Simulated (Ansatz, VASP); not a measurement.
As: VASP beside Ansatz

```
CELL_PARAMETERS angstrom
1.91851 1.10765 3.34634
-1.91851 1.10765 3.34634
0.00000 -2.21531 3.34634
ATOMIC_POSITIONS crystal
As 0.22754 0.22754 0.22754
As 0.77246 0.77246 0.77246
```

Change from the starting cell: z stretched by -4 % at fixed volume, PAW files.

Alike in both runs: task electric field gradients; functional PBE; k mesh 13 × 13 × 13; occupations fermi-dirac, width 0.05 eV; no spin polarisation.

|  | VASP | Ansatz |
| --- | --- | --- |
| version | VASP 6.6.1 | Ansatz 0.2.0 |
| potentials or method | VASP PAW PBE potentials, release 64 (As) | PAW with Ansatz's default frozen-core files, scalar-relativistic |
| plane-wave cutoff (eV) | 520 | 420 |
| valence electrons in the cell | 10 | 30 |

|  | VASP | Ansatz | Ansatz less VASP |
| --- | --- | --- | --- |
| pressure (GPa) | 2.8 | 2.5 | -0.28 |
| traceless stress, the component that is largest in VASP (GPa) | 1.69 | 1.79 | +0.107 |
| rms of the force components (eV/Å) | 0.241 | 0.213 | -0.0276 |
| size of Vzz on the site where it differs most (V/Å²) | 57.4 | 60.8 | +3.35 |

Atom by atom the forces differ by 0.028 eV/Å (rms over components). VASP's potentials hold 10 valence electrons a cell and Ansatz's 30, so a difference there can come from the potentials and not from the codes.
